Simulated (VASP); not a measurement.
# O (P6_3/mmc) in VASP: further runs, part 3 of 3

VASP 6.6.1.

## Step 6: Electric field gradients, PBEsol (volume scaled by 1.06)

Contents of INCAR:

```
ALGO     = Normal         # electronic algorithm
EDIFF    = 1E-8           # SCF threshold, eV
ENCUT    = 520            # plane-wave cutoff, eV
GGA      = PS             # functional
ISIF     = 2              # what is computed and relaxed
ISMEAR   = -1             # smearing method
LASPH    = True           # aspherical terms in the spheres
LCHARG   = False          # write CHGCAR
LEFG     = True         
LREAL    = False          # projectors in reciprocal space
LWAVE    = False          # write WAVECAR
NBANDS   = 20             # bands
NELM     = 100            # most SCF steps
PREC     = Accurate       # precision mode
SIGMA    = 0.03           # smearing width, eV
```

Contents of KPOINTS:

```
k-points
0
Gamma
  13 13 5
```

Contents of POSCAR:

```
O
1.0
    2.6112279706      0.0000000000      0.0000000000
   -1.3056139853      2.2613897576      0.0000000000
    0.0000000000      0.0000000000      6.7039543074
O
4
Direct
    0.3333333333      0.6666666667      0.1610000000
    0.6666666667      0.3333333333      0.6610000000
    0.3333333333      0.6666666667      0.3390000000
    0.6666666667      0.3333333333      0.8390000000
```

Potentials or basis: VASP PAW PBE potentials, release 64 (O).

The run is started by

```bash
> cat potpaw_PBE.64/O/POTCAR > POTCAR
> mpirun -np 1 vasp_std > vasp.out
```

OUTCAR:

```text
EDIFF = 1E-8
   ENCUT = 520
   GGA = PS
   ISIF = 2
   ISMEAR = -1
   LASPH = True
   LREAL = False
   NELM = 100
   PREC = Accurate

 ion  position               nearest neighbor table
   1  0.333  0.667  0.161-   3 1.19
   2  0.667  0.333  0.661-   4 1.19
   3  0.333  0.667  0.339-   1 1.19
   4  0.667  0.333  0.839-   2 1.19

  LATTYP: Found a hexagonal cell.
 ALAT       =     2.6112279706
 C/A-ratio  =     2.5673569611

  Lattice vectors:

 A1 = (   2.6112279706,   0.0000000000,   0.0000000000)
 A2 = (  -1.3056139853,   2.2613897576,   0.0000000000)
 A3 = (   0.0000000000,   0.0000000000,   6.7039543074)

Analysis of symmetry for initial positions (statically):
=====================================================================
 Subroutine PRICEL returns:
 Original cell was already a primitive cell.

 Routine SETGRP: Setting up the symmetry group for a
 hexagonal supercell.

[... 754 lines left out ...]
     -0.00000      1.50759      1.07934        -0.000000      0.000000     -2.380546
      1.30561      0.75380      4.43131        -0.000000      0.000000     -2.380546
     -0.00000      1.50759      2.27264         0.000000     -0.000000      2.380546
      1.30561      0.75380      5.62462         0.000000      0.000000      2.380546
 -----------------------------------------------------------------------------------
    total drift:                               -0.000000      0.000000      0.000000

  FREE ENERGIE OF THE ION-ELECTRON SYSTEM (eV)
  ---------------------------------------------------
  free  energy   TOTEN  =       -20.0921610638 eV

  energy  without entropy=      -20.0831557901  energy(sigma->0) =      -20.08765843

 Electric field gradients (V/A^2)
---------------------------------------------------------------------
 ion       V_xx      V_yy      V_zz      V_xy      V_xz      V_yz
---------------------------------------------------------------------
   1     -58.885   -58.888   117.773    -0.003    -0.000     0.000
   2     -58.885   -58.888   117.773    -0.003     0.000    -0.000
   3     -58.885   -58.888   117.773    -0.003     0.000    -0.000
   4     -58.885   -58.888   117.773    -0.003    -0.000     0.000
---------------------------------------------------------------------

 Electric field gradients after diagonalization (V/A^2)
 (convention: |V_zz| > |V_xx| > |V_yy|)
----------------------------------------------------------------------
 ion       V_xx      V_yy      V_zz     asymmetry (V_yy - V_xx)/ V_zz
----------------------------------------------------------------------
   1     -58.890   -58.883   117.773       0.000
   2     -58.890   -58.883   117.773       0.000
   3     -58.890   -58.883   117.773       0.000
   4     -58.890   -58.883   117.773       0.000
----------------------------------------------------------------------

           NMR quadrupolar parameters

 Cq : quadrupolar parameter    Cq=e*Q*V_zz/h
 eta: asymmetry parameters     (V_yy - V_xx)/ V_zz
 Q  : nuclear electric quadrupole moment in mb (millibarn)
----------------------------------------------------------------------
 ion       Cq(MHz)       eta       Q (mb)
----------------------------------------------------------------------
   1       0.285       0.000       1.000
   2       0.285       0.000       1.000
   3       0.285       0.000       1.000
   4       0.285       0.000       1.000
----------------------------------------------------------------------
```

stdout:

```text
POSCAR found type information on POSCAR O
 POSCAR found :  1 types and       4 ions
 scaLAPACK will be used
 -----------------------------------------------------------------------------
|                                                                             |
|                                                                             |
|     You enforced a specific xc type in the INCAR file but a different       |
|     I HOPE YOU KNOW WHAT YOU ARE DOING!                                     |
|                                                                             |
 -----------------------------------------------------------------------------

 LDA part: xc-table for (Slater+PW92), standard interpolation
 POSCAR, INCAR and KPOINTS ok, starting setup
 FFT: planning ... GRIDC
 FFT: planning ... GRID_SOFT
 FFT: planning ... GRID
 WAVECAR not read
 entering main loop
ion   1

ion   2

ion   3

ion   4
```

Wall time 22 s (1 thread of Intel Xeon Platinum 8559C (Emerald Rapids), shared host); peak memory 0.16 GiB.

Results:

```yaml
Free_energy: -20.0922 eV
Pressure: 6.7 GPa
Largest_force: 2.381 eV/Å
Band_gap_on_the_k_mesh: zero (band 12 reaches 2.69 eV, above the bottom of band 13 at 0.89 eV)
```

Forces in eV/Å, atoms in the order of the input:
```
O    0.000  0.000 -2.381
O    0.000  0.000 -2.381
O    0.000  0.000  2.381
O    0.000  0.000  2.381
```

Stress tensor (GPa, compression positive):
```
-7.21  0.00  0.00
 0.00 -7.21  0.00
 0.00  0.00 34.42
```

Electric field gradients, principal values (V/Å²):
```tsv
atom	least	middle	greatest (by size)
1 O	-58.883	-58.890	117.773
2 O	-58.883	-58.890	117.773
3 O	-58.883	-58.890	117.773
4 O	-58.883	-58.890	117.773
```

Caveat: the standard files for N, O and F lose accuracy on very short bonds; spin is off for a triplet molecule; without QUAD_EFG the Cq values of the log hold for a quadrupole moment of 1 mb, not for the nuclei; the PAW data sets were made with another functional, which shifts forces and pressure a little.

## Step 7: Electric field gradients, PBEsol (volume scaled by 1.06)

Contents of INCAR:

```
SYSTEM = O
PREC = Accurate
ENCUT = 520
EDIFF = 1E-8
ISMEAR = -1
SIGMA = 0.03
LREAL = .FALSE.
LASPH = .TRUE.
NELM = 100
ALGO = Normal
ISIF = 2
LWAVE = .FALSE.
LCHARG = .FALSE.
GGA = PS
LEFG = .TRUE.
NBANDS = 20
```

Contents of KPOINTS:

```
regular mesh
0
G
  13 13 5
  0 0 0
```

POSCAR is that of step 6.

Potentials or basis: VASP PAW PBE potentials, release 64 (O).

The run is started by

```bash
> cat potpaw_PBE.64/O/POTCAR > POTCAR
> mpirun -np 1 vasp_std > vasp.out
```

OUTCAR:

```text
SYSTEM = O
   PREC = Accurate
   ENCUT = 520
   EDIFF = 1E-8
   ISMEAR = -1
   LREAL = .FALSE.
   LASPH = .TRUE.
   NELM = 100
   ISIF = 2
   GGA = PS

 ion  position               nearest neighbor table
   1  0.333  0.667  0.161-   3 1.19
   2  0.667  0.333  0.661-   4 1.19
   3  0.333  0.667  0.339-   1 1.19
   4  0.667  0.333  0.839-   2 1.19

  LATTYP: Found a hexagonal cell.
 ALAT       =     2.6112279706
 C/A-ratio  =     2.5673569611

  Lattice vectors:

 A1 = (   2.6112279706,   0.0000000000,   0.0000000000)
 A2 = (  -1.3056139853,   2.2613897576,   0.0000000000)
 A3 = (   0.0000000000,   0.0000000000,   6.7039543074)

Analysis of symmetry for initial positions (statically):
=====================================================================
 Subroutine PRICEL returns:
 Original cell was already a primitive cell.

 Routine SETGRP: Setting up the symmetry group for a
 hexagonal supercell.

 Subroutine GETGRP returns: Found 24 space group operations
 (whereof 12 operations were pure point group operations)
 out of a pool of 24 trial point group operations.

The static configuration has the point symmetry D_3d.
 The point group associated with its full space group is D_6h.

Analysis of symmetry for dynamics (positions and initial velocities):
=====================================================================
 Subroutine PRICEL returns:
 Original cell was already a primitive cell.

 Routine SETGRP: Setting up the symmetry group for a
 hexagonal supercell.

[... 715 lines left out ...]

 [... further k-points ...]

------------------------ aborting loop because EDIFF is reached ----------------------------------------

  FORCE on cell =-STRESS in cart. coord.  units (eV):
  Direction    XX          YY          ZZ          XY          YZ          ZX
  --------------------------------------------------------------------------------------
  -------------------------------------------------------------------------------------
  Total       -1.7821181     -1.7821181      8.5049234      0.0000000      0.0000000      0.0000000
  in kB      -72.1266581    -72.1266581    344.2149542      0.0000000      0.0000000      0.0000000
  external PRESSURE =      66.6538793 kB  Pullay stress =       0.0000000 kB

 VOLUME and BASIS-vectors are now :
 -----------------------------------------------------------------------------
  energy-cutoff  :      520.00
  volume of cell :       39.59
      direct lattice vectors                 reciprocal lattice vectors
     2.611227971  0.000000000  0.000000000     0.382961584  0.221102974  0.000000000
    -1.305613985  2.261389758  0.000000000     0.000000000  0.442205947  0.000000000
     0.000000000  0.000000000  6.703954307     0.000000000  0.000000000  0.149165694

 POSITION                                       TOTAL-FORCE (eV/Angst)
 -----------------------------------------------------------------------------------
     -0.00000      1.50759      1.07934        -0.000000      0.000000     -2.380546
      1.30561      0.75380      4.43131        -0.000000      0.000000     -2.380546
     -0.00000      1.50759      2.27264         0.000000     -0.000000      2.380546
      1.30561      0.75380      5.62462         0.000000      0.000000      2.380546
 -----------------------------------------------------------------------------------
    total drift:                               -0.000000      0.000000      0.000000

  FREE ENERGIE OF THE ION-ELECTRON SYSTEM (eV)
  ---------------------------------------------------
  free  energy   TOTEN  =       -20.0921610638 eV

  energy  without entropy=      -20.0831557901  energy(sigma->0) =      -20.08765843

 Electric field gradients (V/A^2)
---------------------------------------------------------------------
 ion       V_xx      V_yy      V_zz      V_xy      V_xz      V_yz
---------------------------------------------------------------------
   1     -58.885   -58.888   117.773    -0.003    -0.000     0.000
   2     -58.885   -58.888   117.773    -0.003     0.000    -0.000
   3     -58.885   -58.888   117.773    -0.003     0.000    -0.000
   4     -58.885   -58.888   117.773    -0.003    -0.000     0.000
---------------------------------------------------------------------

 Electric field gradients after diagonalization (V/A^2)
 (convention: |V_zz| > |V_xx| > |V_yy|)
----------------------------------------------------------------------
 ion       V_xx      V_yy      V_zz     asymmetry (V_yy - V_xx)/ V_zz
----------------------------------------------------------------------
   1     -58.890   -58.883   117.773       0.000
   2     -58.890   -58.883   117.773       0.000
   3     -58.890   -58.883   117.773       0.000
   4     -58.890   -58.883   117.773       0.000
----------------------------------------------------------------------

           NMR quadrupolar parameters

 Cq : quadrupolar parameter    Cq=e*Q*V_zz/h
 eta: asymmetry parameters     (V_yy - V_xx)/ V_zz
 Q  : nuclear electric quadrupole moment in mb (millibarn)
----------------------------------------------------------------------
 ion       Cq(MHz)       eta       Q (mb)
----------------------------------------------------------------------
   1       0.285       0.000       1.000
   2       0.285       0.000       1.000
   3       0.285       0.000       1.000
   4       0.285       0.000       1.000
----------------------------------------------------------------------
```

stdout:

```text
POSCAR found type information on POSCAR O
 POSCAR found :  1 types and       4 ions
 scaLAPACK will be used
 -----------------------------------------------------------------------------
|                                                                             |
|                                                                             |
|     You enforced a specific xc type in the INCAR file but a different       |
|     I HOPE YOU KNOW WHAT YOU ARE DOING!                                     |
|                                                                             |
 -----------------------------------------------------------------------------

 LDA part: xc-table for (Slater+PW92), standard interpolation
 POSCAR, INCAR and KPOINTS ok, starting setup
 FFT: planning ... GRIDC
 FFT: planning ... GRID_SOFT
 FFT: planning ... GRID
 WAVECAR not read
 entering main loop
ion   1

ion   2

ion   3

ion   4
```

Run time: 24 s. Hardware: 1 thread of Intel Xeon Platinum 8559C (Emerald Rapids), shared host; peak memory 0.16 GiB.

Results:

```yaml
Free_energy: -20.0922 eV
Pressure: 6.7 GPa
Largest_force: 2.381 eV/Å
Band_gap_on_the_k_mesh: zero (band 12 reaches 2.69 eV, above the bottom of band 13 at 0.89 eV)
```

Forces in eV/Å, atoms in the order of the input:
```
O    0.000  0.000 -2.381
O    0.000  0.000 -2.381
O    0.000  0.000  2.381
O    0.000  0.000  2.381
```

Electric field gradients, principal values (V/Å²):
| atom | least | middle | greatest (by size) |
| --- | --- | --- | --- |
| 1 O | -58.883 | -58.890 | 117.773 |
| 2 O | -58.883 | -58.890 | 117.773 |
| 3 O | -58.883 | -58.890 | 117.773 |
| 4 O | -58.883 | -58.890 | 117.773 |

Caveat: the standard files for N, O and F lose accuracy on very short bonds; spin is off for a triplet molecule; without QUAD_EFG the Cq values of the log hold for a quadrupole moment of 1 mb, not for the nuclei; the PAW data sets were made with another functional, which shifts forces and pressure a little.

## Step 8: Summary

```tsv
cell	gap on the mesh (eV)	pressure (GPa)	largest force (eV/Å)
a = 2.526, b = 2.526, c = 6.486 Å, angles 90.0, 90.0, 120.0°, 4 atoms	none	25.6	6.39
a = 2.552, b = 2.552, c = 6.553 Å, angles 90.0, 90.0, 120.0°, 4 atoms	none	18.9	5.04
a = 2.578, b = 2.578, c = 6.619 Å, angles 90.0, 90.0, 120.0°, 4 atoms	none	13.1	3.82
a = 2.561, b = 2.561, c = 6.707 Å, angles 90.0, 90.0, 120.0°, 4 atoms	none	8.1	2.28
a = 2.611, b = 2.611, c = 6.704 Å, angles 90.0, 90.0, 120.0°, 4 atoms	none	6.7	2.38
```

Alike in all rows: task electric field gradients; level PBEsol; potentials or basis VASP PAW PBE potentials, release 64 (O); no spin polarisation; k mesh 13 × 13 × 5; cutoff (eV) 520; smearing fermi-dirac 0.03 eV.

Caveats: the standard files for N, O and F lose accuracy on very short bonds; spin is off for a triplet molecule; the PAW data sets were made with another functional, which shifts forces and pressure a little.

Absolute energies hang on the potentials; compare differences alone.
